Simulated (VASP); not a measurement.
# InSe (P6_3/mmc) in VASP: settings compared, part 2 of 2

VASP 6.6.1. The steps go on from the part before.

## (3) Single point, PBEsol

This run uses another cell than the first one, of 30.06 Å³/atom, 0.897 times its volume.

Contents of INCAR:

```
PREC = Accurate ; ENCUT = 520
EDIFF = 1E-7 ; ISMEAR = -1
SIGMA = 0.05 ; LREAL = F
LASPH = T ; NELM = 80
ALGO = Normal ; ISIF = 2
LWAVE = F ; LCHARG = F
GGA = PS ; NBANDS = 48
```

Contents of KPOINTS:

```
Automatic mesh
0
Gamma
  8 8 2
```

Contents of POSCAR:

```
InSe
1.0
    4.0500000000      0.0000000000      0.0000000000
   -2.0250000000      3.5074028853      0.0000000000
    0.0000000000      0.0000000000     16.9300000000
In Se
4 4
Direct
    0.6666666667      0.3333333333      0.8430000000
    0.3333333333      0.6666666667      0.3430000000
    0.6666666667      0.3333333333      0.6570000000
    0.3333333333      0.6666666667      0.1570000000
    0.6666666667      0.3333333333      0.3980000000
    0.3333333333      0.6666666667      0.8980000000
    0.6666666667      0.3333333333      0.1020000000
    0.3333333333      0.6666666667      0.6020000000
```

Potentials or basis: VASP PAW PBE potentials, release 64 (In_d, Se).

Launch:

```
> cat potpaw_PBE.64/In_d/POTCAR potpaw_PBE.64/Se/POTCAR > POTCAR
> mpirun -np 1 vasp_std > vasp.out
```

OUTCAR:

```text
PREC = Accurate
   ENCUT = 520
   EDIFF = 1E-7
   ISMEAR = -1
   LREAL = F
   LASPH = T
   NELM = 80
   ISIF = 2
   GGA = PS

 ion  position               nearest neighbor table
   1  0.667  0.333  0.843-   6 2.52   6 2.52   6 2.52   3 3.15
   2  0.333  0.667  0.343-   5 2.52   5 2.52   5 2.52   4 3.15
   3  0.667  0.333  0.657-   8 2.52   8 2.52   8 2.52   1 3.15
   4  0.333  0.667  0.157-   7 2.52   7 2.52   7 2.52   2 3.15
   5  0.667  0.333  0.398-   2 2.52   2 2.52   2 2.52
   6  0.333  0.667  0.898-   1 2.52   1 2.52   1 2.52
   7  0.667  0.333  0.102-   4 2.52   4 2.52   4 2.52
   8  0.333  0.667  0.602-   3 2.52   3 2.52   3 2.52

  LATTYP: Found a hexagonal cell.
 ALAT       =     4.0500000000
 C/A-ratio  =     4.1802469136

  Lattice vectors:

 A1 = (   4.0500000000,   0.0000000000,   0.0000000000)
 A2 = (  -2.0250000000,   3.5074028853,   0.0000000000)
 A3 = (   0.0000000000,   0.0000000000,  16.9300000000)

[... 185 lines left out ...]
 cond. band min:       4.3680634233   @ k =   0.0000   0.0000   0.5000
 fundamental gap:      0.2086059246
 Fermi energy:         4.2354005000

 k-point     1 :       0.0000    0.0000    0.0000
  band No.  band energies     occupation
      1     -11.0942      2.00000
      2     -11.0806      2.00000
      3     -11.0003      2.00000
      4     -10.9798      2.00000
      5     -10.8748      2.00000
      6     -10.8748      2.00000
[... 1009 lines left out ...]
     47       8.7515      0.00000
     48       8.7515      0.00000

------------------------ aborting loop because EDIFF is reached ----------------------------------------

  FORCE on cell =-STRESS in cart. coord.  units (eV):
  Direction    XX          YY          ZZ          XY          YZ          ZX
  --------------------------------------------------------------------------------------
  -------------------------------------------------------------------------------------
  Total       11.4915229     11.4915229      0.0817482      0.0000000      0.0000000      0.0000000
  in kB       76.5579921     76.5579921      0.5446168      0.0000000      0.0000000      0.0000000
  external PRESSURE =      51.2202003 kB  Pullay stress =       0.0000000 kB

 VOLUME and BASIS-vectors are now :
 -----------------------------------------------------------------------------
  energy-cutoff  :      520.00
  volume of cell :      240.49
      direct lattice vectors                 reciprocal lattice vectors
     4.050000000  0.000000000  0.000000000     0.246913580  0.142555622  0.000000000
    -2.025000000  3.507402885  0.000000000     0.000000000  0.285111244  0.000000000
     0.000000000  0.000000000 16.930000000     0.000000000  0.000000000  0.059066745

 POSITION                                       TOTAL-FORCE (eV/Angst)
 -----------------------------------------------------------------------------------
      2.02500      1.16913     14.27199         0.000000      0.000000     -2.754145
     -0.00000      2.33827      5.80699         0.000000     -0.000000     -2.754145
      2.02500      1.16913     11.12301         0.000000      0.000000      2.754145
     -0.00000      2.33827      2.65801         0.000000     -0.000000      2.754145
      2.02500      1.16913      6.73814         0.000000     -0.000000      1.820076
     -0.00000      2.33827     15.20314        -0.000000      0.000000      1.820076
      2.02500      1.16913      1.72686         0.000000      0.000000     -1.820076
     -0.00000      2.33827     10.19186        -0.000000      0.000000     -1.820076
 -----------------------------------------------------------------------------------
    total drift:                               -0.000000     -0.000000      0.000000

  FREE ENERGIE OF THE ION-ELECTRON SYSTEM (eV)
  ---------------------------------------------------
  free  energy   TOTEN  =       -29.5121281637 eV

  energy  without entropy=      -29.5092498042  energy(sigma->0) =      -29.51068898
```

OSZICAR:

```text
N       E                     dE             d eps       ncg     rms          rms(c)
DAV:   1     0.786220171060E+03    0.78622E+03   -0.33757E+04  1920   0.175E+03
DAV:   2     0.908415161725E+02   -0.69538E+03   -0.67472E+03  1920   0.467E+02
DAV:   3    -0.228320913693E+02   -0.11367E+03   -0.11064E+03  2336   0.195E+02
[... 10 lines left out ...]
DAV:  14    -0.295121259467E+02   -0.25539E-05   -0.20641E-05  2568   0.215E-02    0.354E-02
DAV:  15    -0.295121271087E+02   -0.11620E-05   -0.65211E-06  2920   0.158E-02    0.318E-02
DAV:  16    -0.295121272562E+02   -0.14748E-06   -0.48224E-07  2144   0.520E-03    0.252E-02
DAV:  17    -0.295121277683E+02   -0.51207E-06   -0.42664E-07  1928   0.797E-03    0.941E-03
DAV:  18    -0.295121282295E+02   -0.46122E-06   -0.41235E-07  1880   0.542E-03    0.565E-03
DAV:  19    -0.295121281637E+02    0.65741E-07   -0.87315E-08  1256   0.331E-03
   1 F= -.29512128E+02 E0= -.29510689E+02  d E =-.287836E-02
```

It took 6.4 min on 1 thread of Intel Xeon 6975P-C, shared host; peak memory 0.43 GiB.

Results:

* Free energy: -29.5121 eV
* Pressure: 5.1 GPa
* Largest force: 2.754 eV/Å
* Band gap on the k mesh: zero (band 38 reaches 4.16 eV, above the bottom of band 39 at 4.07 eV)

Forces in eV/Å, atoms in the order of the input:
```
In   0.000  0.000 -2.754
In   0.000  0.000 -2.754
In   0.000  0.000  2.754
In   0.000  0.000  2.754
Se   0.000  0.000  1.820
Se   0.000  0.000  1.820
Se   0.000  0.000 -1.820
Se   0.000  0.000 -1.820
```

Stress tensor (GPa, compression positive):
```
7.66 0.00 0.00
0.00 7.66 0.00
0.00 0.00 0.05
```

Caveat: the PAW data sets were made with another functional, which shifts forces and pressure a little; spin-orbit coupling is left out, which moves the levels of the heavy elements.
